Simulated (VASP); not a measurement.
# InSb (Pmmn) in VASP: further runs

Runs on InSb. Level: PBE+D3(BJ). Tasks: relaxation of shape and atoms at fixed volume, single point.

Everything below comes from runs of VASP 6.6.1. Logs are shortened: lines on timing, memory, paths and dates and some standing lists are left out, and cuts for length are marked.

## 1. The cell of the first run

The typed cell holds 4 atoms: a = 5.640 Å, b = 5.642 Å, c = 3.421 Å, α = 90.00°, β = 90.00°, γ = 90.00°.

## 2. Relaxation of shape and atoms at fixed volume, PBE+D3(BJ) (volume scaled by 1.02)

INCAR

```
ALGO     = Normal         # electronic algorithm
EDIFF    = 1E-6           # SCF threshold, eV
EDIFFG   = -0.01          # ionic threshold
ENCUT    = 600            # plane-wave cutoff, eV
GGA      = PE             # functional
IBRION   = 2              # ionic algorithm
ISIF     = 4              # what is computed and relaxed
ISMEAR   = 0              # smearing method
IVDW     = 12             # dispersion correction
LASPH    = T              # aspherical terms in the spheres
LCHARG   = F              # write CHGCAR
LREAL    = F              # projectors in reciprocal space
LWAVE    = F              # write WAVECAR
NELM     = 60             # most SCF steps
NSW      = 60             # ionic steps
PREC     = Accurate       # precision mode
SIGMA    = 0.05           # smearing width, eV
```

KPOINTS

```
k-points
0
Gamma
  4 4 8
```

POSCAR

```
InSb
1.0
    5.6397693483      0.0000000000      0.0000000000
    0.0000000000      5.6417498820      0.0000000000
    0.0000000000      0.0000000000      3.4212869795
In Sb
2 2
Direct
    0.0000000000      0.0000000000      0.0007106198
    0.5000000000      0.5000000000     -0.0007106198
    0.5000000000      0.0000000000      0.6587821812
    0.0000000000      0.5000000000      0.3412178188
```

Potentials or basis: VASP PAW PBE potentials, release 64 (In_d, Sb).

Run with:

```sh
$ cat potpaw_PBE.64/In_d/POTCAR potpaw_PBE.64/Sb/POTCAR > POTCAR
$ mpirun -np 1 vasp_std > vasp.out
```

OUTCAR:

```text
EDIFF = 1E-6
   EDIFFG = -0.01
   ENCUT = 600
   GGA = PE
   IBRION = 2
   ISIF = 4
   ISMEAR = 0
   IVDW = 12
   LASPH = T
   LREAL = F
   NELM = 60
   NSW = 60
   PREC = Accurate
 IVDW          = 12

 ion  position               nearest neighbor table
   1  0.000  0.000  0.001-   4 3.05   4 3.05   3 3.05   3 3.05   3 3.61   3 3.61   4 3.61   4 3.61
                             2 3.99   2 3.99   2 3.99   2 3.99
   2  0.500  0.500  0.999-   3 3.05   3 3.05   4 3.05   4 3.05   4 3.61   4 3.61   3 3.61   3 3.61
                             1 3.99   1 3.99   1 3.99   1 3.99
   3  0.500  0.000  0.659-   2 3.05   2 3.05   1 3.05   1 3.05   1 3.61   1 3.61   2 3.61   2 3.61

   4  0.000  0.500  0.341-   1 3.05   1 3.05   2 3.05   2 3.05   2 3.61   2 3.61   1 3.61   1 3.61

  LATTYP: Found a simple orthorhombic cell.
 ALAT       =     3.4212869795
 B/A-ratio  =     1.6484350427
 C/A-ratio  =     1.6490139283

  Lattice vectors:

 A1 = (   0.0000000000,   0.0000000000,   3.4212869795)
 A2 = (   5.6397693483,   0.0000000000,   0.0000000000)
 A3 = (   0.0000000000,   5.6417498820,   0.0000000000)

Analysis of symmetry for initial positions (statically):
=====================================================================
 Subroutine PRICEL returns:
 Original cell was already a primitive cell.

 Routine SETGRP: Setting up the symmetry group for a
 simple orthorhombic supercell.

 Subroutine GETGRP returns: Found  8 space group operations
 (whereof  4 operations were pure point group operations)
 out of a pool of  8 trial point group operations.

The static configuration has the point symmetry C_2v.
 The point group associated with its full space group is D_2h.

Analysis of symmetry for dynamics (positions and initial velocities):
=====================================================================
 Subroutine PRICEL returns:
 Original cell was already a primitive cell.

 Routine SETGRP: Setting up the symmetry group for a
 simple orthorhombic supercell.

 Subroutine GETGRP returns: Found  8 space group operations
 (whereof  4 operations were pure point group operations)
 out of a pool of  8 trial point group operations.

The dynamic configuration has the point symmetry C_2v.
 The point group associated with its full space group is D_2h.

 Subroutine INISYM returns: Found  8 space group operations
 (whereof  4 operations are pure point group operations),
 and found     1 'primitive' translations

----------------------------------------------------------------------------------------

                                     Primitive cell

  volume of cell :     108.8591

  direct lattice vectors                    reciprocal lattice vectors
     5.639769348  0.000000000  0.000000000     0.177312216  0.000000000  0.000000000
     0.000000000  5.641749882  0.000000000     0.000000000  0.177249970  0.000000000
     0.000000000  0.000000000  3.421286980     0.000000000  0.000000000  0.292287670

  length of vectors
     5.639769348  5.641749882  3.421286980     0.177312216  0.177249970  0.292287670

  position of ions in fractional coordinates (direct lattice)
     0.000000000  0.000000000  0.000710620
     0.500000000  0.500000000  0.999289380
     0.500000000  0.000000000  0.658782181
     0.000000000  0.500000000  0.341217819

  ion indices of the primitive-cell ions
   primitive index   ion index
                 1           1
                 2           2
                 3           3
                 4           4

----------------------------------------------------------------------------------------

 KPOINTS: k-points

Automatic generation of k-mesh.
 Grid dimensions read from file:
 generate k-points for:    4    4    8

 Generating k-lattice:

  Cartesian coordinates                     Fractional coordinates (reciprocal lattice)
     0.044328054  0.000000000  0.000000000     0.250000000  0.000000000  0.000000000
     0.000000000  0.044312493  0.000000000     0.000000000  0.250000000  0.000000000
     0.000000000  0.000000000  0.036535959     0.000000000  0.000000000  0.125000000

  Length of vectors
     0.044328054  0.044312493  0.036535959

  Shift w.r.t. Gamma in fractional coordinates (k-lattice)
     0.000000000  0.000000000  0.000000000

 Subroutine IBZKPT returns following result:
 ===========================================

 Found     45 irreducible k-points:

 Following reciprocal coordinates:
            Coordinates               Weight
  0.000000  0.000000  0.000000      1.000000
  0.250000  0.000000  0.000000      2.000000
  0.500000  0.000000  0.000000      1.000000
  0.000000  0.250000  0.000000      2.000000
  0.250000  0.250000  0.000000      4.000000
  0.500000  0.250000  0.000000      2.000000
[... 16 lines left out ...]
  0.250000  0.250000  0.250000      8.000000
  0.500000  0.250000  0.250000      4.000000
 [... further k-points ...]
   k-points           NKPTS =     45   k-points in BZ     NKDIM =     45   number of bands    NBANDS=     22
   number of dos      NEDOS =    301   number of ions     NIONS =      4
   total plane-waves  NPLWV =  64512
   dimension x,y,z NGX =    48 NGY =   48 NGZ =   28
   dimension x,y,z NGXF=    96 NGYF=   96 NGZF=   56
   ions per type =               2   2
   NGX,Y,Z   is equivalent  to a cutoff of  14.15, 14.14, 13.61 a.u.
   NGXF,Y,Z  is equivalent  to a cutoff of  28.30, 28.29, 27.21 a.u.
 SYSTEM =  unknown system
   PREC   = accura    normal or accurate (medium, high low for compatibility)
   ISTART =      0    job   : 0-new  1-cont  2-samecut
   ICHARG =      2    charge: 1-file 2-atom 10-const
   ISPIN  =      1    spin polarized calculation?
   LNONCOLLINEAR =      F non collinear calculations
   LSORBIT =      F    spin-orbit coupling
   LASPH  =      T    aspherical Exc in radial PAW
   ENCUT  =  600.0 eV  44.10 Ry    6.64 a.u.  11.26 11.27  6.83*2*pi/ulx,y,z
   NELM   =     60;   NELMIN=  2; NELMDL= -5     # of ELM steps
   EDIFF  = 0.1E-05   stopping-criterion for ELM
   LREAL  =      F    real-space projection
   EDIFFG = -.1E-01   stopping-criterion for IOM
   NSW    =     60    number of steps for IOM
   IBRION =      2    ionic relax: 0-MD 1-quasi-New 2-CG
   NFREE  =      1    steps in history (QN), initial steepest desc. (CG)
   ISIF   =      4    stress and relaxation
   ISYM   =      2    0-nonsym 1-usesym 2-fastsym
   POTIM  = 0.5000    time-step for ionic-motion
   TEBEG  =    0.0;   TEEND  =   0.0 temperature during run
   PSTRESS=    0.0 pullay stress
   NELECT =      36.0000    total number of electrons
   NUPDOWN=      -1.0000    fix difference up-down
   EMIN   =  10.00;   EMAX   =-10.00  energy-range for DOS
   EFERMI =   0.00;   METHOD = LEGACY
   ISMEAR =     0;   SIGMA  =   0.05  broadening in eV -4-tet -1-fermi 0-gaus
   EFERMI_NEDOS =   21; number of points for ismear=-14 and -15
   IALGO  =     38    algorithm
   IMIX   =      4    mixing-type and parameters
     AMIX     =   0.40;   BMIX     =  1.00
     AMIX_MAG =   1.60;   BMIX_MAG =  1.00
  volume/ion in A,a.u.               =      27.21       183.65
  Fermi-wavevector in a.u.,A,eV,Ry     =   1.132107  2.139372 17.438125  1.281666
  Thomas-Fermi vector in A             =   2.268807
   LORBIT       =      0    0 simple, 1 ext, 2 COOP (PROOUT), +10 PAW based schemes
   GGA     = PE    functional components
   LHFCALC =     F    Hartree Fock is set to
   AEXX    =    0.0000 exact exchange contribution
   IVDW    =    12    specifies the selected vdW correction
   LEPSILON=     F    determine dielectric tensor
   LRPA    =     F    only Hartree local field effects (RPA)
 conjugate gradient relaxation of ions
 non-spin polarized calculation
 Gauss-broadening in eV      SIGMA  =   0.05
  energy-cutoff  :      600.00
  volume of cell :      108.86
 maximum number of plane-waves:      3658
 NGX is ok and might be reduce to    48
   NGX = 23   NGY = 23   NGZ = 13

--------------------------------------- Ionic step        1  -------------------------------------------

 number of electron      36.0000005 magnetization

 Free energy of the ion-electron system (eV)
  ---------------------------------------------------
  ext. energy  EPLUGINS =         0.00000000
  ---------------------------------------------------
  free energy    TOTEN  =       -13.35890072 eV

  energy without entropy =      -13.35610036  energy(sigma->0) =      -13.35750054

------------------------ aborting loop because EDIFF is reached ----------------------------------------

 Edisp (eV)   -1.67086

 E8    (eV) :    -0.8019

  FORCE on cell =-STRESS in cart. coord.  units (eV):
  Direction    XX          YY          ZZ          XY          YZ          ZX
  --------------------------------------------------------------------------------------
  -------------------------------------------------------------------------------------
  Total      -0.68482    -0.68600    -0.69017     0.00000     0.00000     0.00000
  in kB     -10.07908   -10.09645   -10.15787     0.00000     0.00000     0.00000
  external pressure =      -10.11 kB  Pullay stress =        0.00 kB
[... 107 lines left out ...]
  energy  without entropy=      -15.0272129902  energy(sigma->0) =      -15.02857979

--------------------------------------- Ionic step        4  -------------------------------------------

 number of electron      36.0000005 magnetization

 Free energy of the ion-electron system (eV)
  ---------------------------------------------------
  ext. energy  EPLUGINS =         0.00000000
  ---------------------------------------------------
  free energy    TOTEN  =       -13.35892820 eV

  energy without entropy =      -13.35624735  energy(sigma->0) =      -13.35758778

 E-fermi :   7.6189     XC(G=0): -10.0766

 val. band max:        7.6049196536   @ k =   0.0000   0.2500   0.3750
 cond. band min:       7.6595192872   @ k =   0.5000   0.5000   0.1250
 fundamental gap:      0.0545996336
 Fermi energy:         7.6189340175

 k-point     1 :       0.0000    0.0000    0.0000
  band No.  band energies     occupation
      1      -7.1320      2.00000
      2      -7.1185      2.00000
      3      -7.0860      2.00000
      4      -7.0018      2.00000
      5      -6.9542      2.00000
      6      -6.9271      2.00000
[... 574 lines left out ...]
      6      -6.9859      2.00000
[... 14 lines left out ...]
     21      10.2303      0.00000
     22      10.2303      0.00000

 [... further k-points ...]

------------------------ aborting loop because EDIFF is reached ----------------------------------------

 Edisp (eV)   -1.67117

 E8    (eV) :    -0.8022

  FORCE on cell =-STRESS in cart. coord.  units (eV):
  Direction    XX          YY          ZZ          XY          YZ          ZX
  --------------------------------------------------------------------------------------
  -------------------------------------------------------------------------------------
  Total      -0.64342    -0.64039    -0.67296     0.00000     0.00000     0.00000
  in kB      -9.46975    -9.42525    -9.90457     0.00000     0.00000     0.00000
  external pressure =       -9.60 kB  Pullay stress =        0.00 kB
[... 19 lines left out ...]
  FREE ENERGIE OF THE ION-ELECTRON SYSTEM (eV)
  ---------------------------------------------------
  free  energy   TOTEN  =       -15.0300940727 eV

  energy  without entropy=      -15.0274132305  energy(sigma->0) =      -15.02875365

 reached required accuracy - stopping structural energy minimisation
```

Run time: 76 s. Hardware: 1 thread of Intel Xeon 6975P-C (Granite Rapids), shared host; peak memory 0.34 GiB.

Results:

- Free energy: -15.0301 eV
- Energy gained by relaxing: 0.1 meV/atom
- Ionic steps: 4
- Pressure after relaxing: -1.0 GPa
- Band gap on the k mesh: zero (band 18 reaches 9.58 eV, above the bottom of band 19 at 6.20 eV)
- Dispersion energy per atom: -0.418 eV

Forces in eV/Å, atoms in the order of the input:
```
In   0.000  0.000  0.000
In   0.000  0.000  0.000
Sb   0.000  0.000  0.003
Sb   0.000  0.000 -0.003
```

The path:
| step | energy change (eV) | largest force (eV/Å) | pressure (GPa) | volume (Å³) |
| --- | --- | --- | --- | --- |
| 1 | 0.0000 | 0.0236 | -1.01 | 108.86 |
| 2 | -0.0001 | 0.0215 | -1.00 | 108.86 |
| 3 | -0.0002 | 0.0154 | -0.98 | 108.86 |
| 4 | -0.0003 | 0.0030 | -0.96 | 108.86 |

Final structure:
```yaml
crystal:
  lattice:
    - [5.64125, 0.00000, 0.00000]
    - [0.00000, 5.64243, 0.00000]
    - [0.00000, 0.00000, 3.41998]
  atoms:
    - { symbol: In, position: [0.00000, 0.00000, 0.00056] }
    - { symbol: In, position: [0.50000, 0.50000, 0.99944] }
    - { symbol: Sb, position: [0.50000, 0.00000, 0.66210] }
    - { symbol: Sb, position: [0.00000, 0.50000, 0.33790] }
```

Caveat: the cell differs from its parent crystal (volume scaled by 1.02); spin-orbit coupling is left out, which moves the levels of the heavy elements; pairwise dispersion overbinds metals, which lowers pressure and volume.

## 3. Relaxation of shape and atoms at fixed volume, PBE+D3(BJ) (volume scaled by 1.04)

INCAR

```
ALGO = Normal
EDIFF = 1E-6
EDIFFG = -0.01
ENCUT = 600
GGA = PE
IBRION = 2
ISIF = 4
ISMEAR = 0
IVDW = 12
LASPH = T
LCHARG = F
LREAL = F
LWAVE = F
NELM = 100
NSW = 60
PREC = Accurate
SIGMA = 0.05
```

KPOINTS is that of step 2.

POSCAR

```
InSb
1.0
    5.6784593324      0.0000000000      0.0000000000
    0.0000000000      5.6800963091      0.0000000000
    0.0000000000      0.0000000000      3.4412135489
In Sb
2 2
Direct
    0.0000000000      0.0000000000      0.0005332708
    0.5000000000      0.5000000000     -0.0005332708
    0.5000000000      0.0000000000      0.6632077935
    0.0000000000      0.5000000000      0.3367922065
```

Potentials or basis: VASP PAW PBE potentials, release 64 (In_d, Sb).

Run with:

```sh
$ cat potpaw_PBE.64/In_d/POTCAR potpaw_PBE.64/Sb/POTCAR > POTCAR
$ mpirun -np 1 vasp_std > vasp.out
```

Run time: 3 min. Hardware: 1 thread of Intel Xeon Platinum 8259CL at 2.50GHz (Skylake/Cascade Lake), shared host; peak memory 0.34 GiB.

The run converged. Its results:

```
Free energy                  : -15.0117 eV
Energy gained by relaxing    : 0.1 meV/atom
Ionic steps                  : 4
Pressure after relaxing      : -1.8 GPa
Largest force after relaxing : 0.005 eV/Å
Band gap on the k mesh       : zero (band 18 reaches 9.30 eV, above the bottom of band 19 at 6.01 eV)
Dispersion energy per atom   : -0.410 eV
```

Forces on the atoms (eV/Å):
```
In   0.000  0.000 -0.001
In   0.000  0.000  0.001
Sb   0.000  0.000  0.005
Sb   0.000  0.000 -0.005
```

Step by step:
```tsv
step	energy change (eV)	largest force (eV/Å)	pressure (GPa)	volume (Å³)
1	0.0000	0.0237	-1.86	110.99
2	-0.0001	0.0217	-1.85	110.99
3	-0.0002	0.0160	-1.84	110.99
4	-0.0003	0.0046	-1.81	110.99
```

Final structure:
```cif
data_structure
_symmetry_space_group_name_H-M 'P 1'
_symmetry_Int_Tables_number 1
_cell_length_a 5.6825
_cell_length_b 5.6821
_cell_length_c 3.4376
_cell_angle_alpha 90.000
_cell_angle_beta 90.000
_cell_angle_gamma 90.000
_cell_volume 110.99
loop_
_atom_site_label
_atom_site_type_symbol
_atom_site_fract_x
_atom_site_fract_y
_atom_site_fract_z
_atom_site_occupancy
In1 In 0.00000 0.00000 0.00043 1
In2 In 0.50000 0.50000 0.99957 1
Sb1 Sb 0.50000 0.00000 0.66653 1
Sb2 Sb 0.00000 0.50000 0.33347 1
```

Levels at points of the mesh, in eV from the Fermi level:
```csv
k point,band 15,band 16,band 17,band 18,band 19,band 20,band 21,band 22
"(0.00, 0.00, 0.00)",-4.55,-2.60,-1.59,-1.59,2.36,2.51,3.56,5.23
"(0.50, 0.00, 0.00)",-3.42,-3.42,0.72,0.72,2.40,2.40,4.29,4.29
"(0.00, 0.50, 0.00)",-3.41,-3.41,0.72,0.72,2.39,2.39,4.29,4.29
"(0.50, 0.50, 0.00)",0.05,0.05,1.93,1.93,2.54,2.54,2.57,2.57
"(0.00, 0.00, 0.50)",-2.49,-1.68,-1.67,-1.36,-1.36,-0.62,1.18,1.45
"(0.50, 0.00, 0.50)",-1.85,-1.85,-1.50,-1.50,-1.24,-1.24,1.83,1.83
"(0.00, 0.50, 0.50)",-1.85,-1.85,-1.49,-1.49,-1.24,-1.24,1.82,1.82
"(0.50, 0.50, 0.50)",-4.08,-4.08,-3.49,-3.49,2.51,2.51,4.06,4.06
```

Caveat: the cell differs from its parent crystal (volume scaled by 1.04); spin-orbit coupling is left out, which moves the levels of the heavy elements; pairwise dispersion overbinds metals, which lowers pressure and volume.

## 4. Single point, PBE+D3(BJ) (volume scaled by 0.98)

INCAR

```
  PREC = Accurate
  ENCUT = 520
  EDIFF = 1E-7
  ISMEAR = 0
  SIGMA = 0.05
  LREAL = False
  LASPH = True
  NELM = 80
  ALGO = Normal
  ISIF = 2
  LWAVE = False
  LCHARG = False
  GGA = PE
  IVDW = 12
  NBANDS = 26
```

KPOINTS

```
regular mesh
0
Gamma
  4 4 8
```

POSCAR

```
InSb
1.0
    5.5759994541      0.0000000000      0.0000000000
    0.0000000000      5.5785321100      0.0000000000
    0.0000000000      0.0000000000      3.3810119286
In Sb
2 2
Direct
    0.0000000000      0.0000000000      0.0005679213
    0.5000000000      0.5000000000     -0.0005679213
    0.5000000000      0.0000000000      0.6558629679
    0.0000000000      0.5000000000      0.3441370321
```

Run with:

```sh
$ cat potpaw_PBE.64/In_d/POTCAR potpaw_PBE.64/Sb/POTCAR > POTCAR
$ mpirun -np 1 vasp_std > vasp.out
```

It took 62 s on 1 thread of Intel Xeon 6975P-C (Granite Rapids), shared host; peak memory 0.29 GiB.

It converged, with:

| Property | Result |
| --- | --- |
| Free energy | -15.0324 eV |
| Pressure | 0.8 GPa |
| Band gap on the k mesh | zero (band 18 reaches 10.10 eV, above the bottom of band 19 at 6.55 eV) |
| Dispersion energy per atom | -0.432 eV |

Stress tensor (GPa, compression positive):
```
0.75 0.00 0.00
0.00 0.73 0.00
0.00 0.00 0.81
```

Levels at points of the mesh, in eV from the Fermi level:
```
           k point  band 14  band 15  band 16  band 17  band 18  band 19  band 20  band 21  band 22  band 23
(0.00, 0.00, 0.00)    -4.87    -4.87    -2.43    -1.71    -1.71     2.42     2.48     3.47     5.60     7.44
(0.50, 0.00, 0.00)    -5.61    -3.67    -3.67     0.76     0.76     2.49     2.49     4.52     4.52     5.53
(0.00, 0.50, 0.00)    -5.61    -3.67    -3.67     0.75     0.75     2.48     2.48     4.52     4.52     5.54
(0.50, 0.50, 0.00)    -7.62     0.07     0.07     2.04     2.04     2.58     2.58     2.74     2.74     2.94
(0.00, 0.00, 0.50)    -3.39    -2.41    -1.74    -1.73    -1.52    -1.52    -0.80     1.44     1.53     2.86
(0.50, 0.00, 0.50)    -5.56    -1.94    -1.94    -1.57    -1.57    -1.30    -1.30     1.65     1.65     3.55
(0.00, 0.50, 0.50)    -5.56    -1.94    -1.94    -1.56    -1.56    -1.30    -1.30     1.64     1.64     3.54
(0.50, 0.50, 0.50)    -4.49    -4.40    -4.40    -3.82    -3.82     2.54     2.54     4.29     4.29     4.82
```

Caveat: the cell differs from its parent crystal (volume scaled by 0.98); three body term missing; spin-orbit coupling is left out, which moves the levels of the heavy elements; pairwise dispersion overbinds metals, which lowers pressure and volume.

[end of part 1 of 2]
